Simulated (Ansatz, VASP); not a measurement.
## Two plane-wave programs on TaSi2

The input INCAR:

```
PREC = Accurate
ENCUT = 520
EDIFF = 1E-6
ISMEAR = 0
SIGMA = 0.1
LREAL = F
LASPH = T
NELM = 100
ALGO = Normal
ISIF = 2
LWAVE = F
LCHARG = F
GGA = CA
NBANDS = 38
```

Contents of KPOINTS:

```
regular mesh
0
Gamma
  6 6 4
```

Contents of POSCAR:

```
TaSi2
1.0
    4.7837907700      0.0000000000      0.0000000000
   -2.3918953900      4.1428843400      0.0000000000
    0.0000000000      0.0000000000      6.5528055600
Ta Si
3 6
Direct
    0.0000000000      0.5000000000      0.3333333300
    0.5000000000      0.5000000000      0.6666666700
    0.5000000000      0.0000000000      0.0000000000
    0.8416096400      0.6832192800      0.0000000000
    0.1583903600      0.8416096400      0.6666666700
    0.6832192800      0.8416096400      0.3333333300
    0.1583903600      0.3167807200      0.0000000000
    0.8416096400      0.1583903600      0.6666666700
    0.3167807200      0.1583903600      0.3333333300
```

Input for Ansatz:

```yaml
crystal:
  lattice:
    - [4.78379077, 0.0, 0.0]
    - [-2.39189539, 4.14288434, 0.0]
    - [0.0, 0.0, 6.55280556]
  atoms:
    - { symbol: Ta, position: [0.0, 0.5, 0.33333333] }
    - { symbol: Ta, position: [0.5, 0.5, 0.66666667] }
    - { symbol: Ta, position: [0.5, 0.0, 0.0] }
    - { symbol: Si, position: [0.84160964, 0.68321928, 0.0] }
    - { symbol: Si, position: [0.15839036, 0.84160964, 0.66666667] }
    - { symbol: Si, position: [0.68321928, 0.84160964, 0.33333333] }
    - { symbol: Si, position: [0.15839036, 0.31678072, 0.0] }
    - { symbol: Si, position: [0.84160964, 0.15839036, 0.66666667] }
    - { symbol: Si, position: [0.31678072, 0.15839036, 0.33333333] }
basis:
  ecutwfc: 420
kpoints:
  mp_grid: { grid: [6, 6, 4] }
hamiltonian:
  xc: lda
  pseudopotentials: { kind: paw, azcp: { folder: soft_1 } }
scf:
  occupations: { method: gaussian, width: 0.1 }
output:
  forces: true
  stress: true
  eigenvalues: true
```

Alike in both runs: task single point; functional LDA; k mesh 6 × 6 × 4; occupations gaussian, width 0.1 eV; no spin polarisation.

```csv
,VASP,Ansatz
version,VASP 6.6.1,Ansatz 0.2.0
potentials or method,"VASP PAW LDA potentials, release 64 (Ta_pv, Si), cutoff 520 eV","scalar-relativistic, plane waves, PAW"
valence electrons in the cell,57,63
```

|  | VASP | Ansatz | Ansatz less VASP |
| --- | --- | --- | --- |
| gap on the k mesh at the Fermi level (eV) | none | none | - |
| pressure (GPa) | -4.5 | -5.0 | -0.51 |
| traceless stress, the component that is largest in VASP (GPa) | 0.81 | 0.73 | -0.074 |
| rms of the force components (eV/Å) | 0.056 | 0.059 | +0.0029 |

Ansatz warns that its potentials were made for another functional, while VASP's fit it. LDA's correlation is that of Perdew and Zunger in VASP and of Perdew and Wang (1992) in Ansatz. Atom by atom the forces differ by 0.003 eV/Å (rms over components). A gap of «none» marks a metal or a gap that the smearing closes. VASP's potentials hold 57 valence electrons a cell and Ansatz's 63, so a difference there can come from the potentials and not from the codes.

Neither program's run includes spin-orbit coupling.
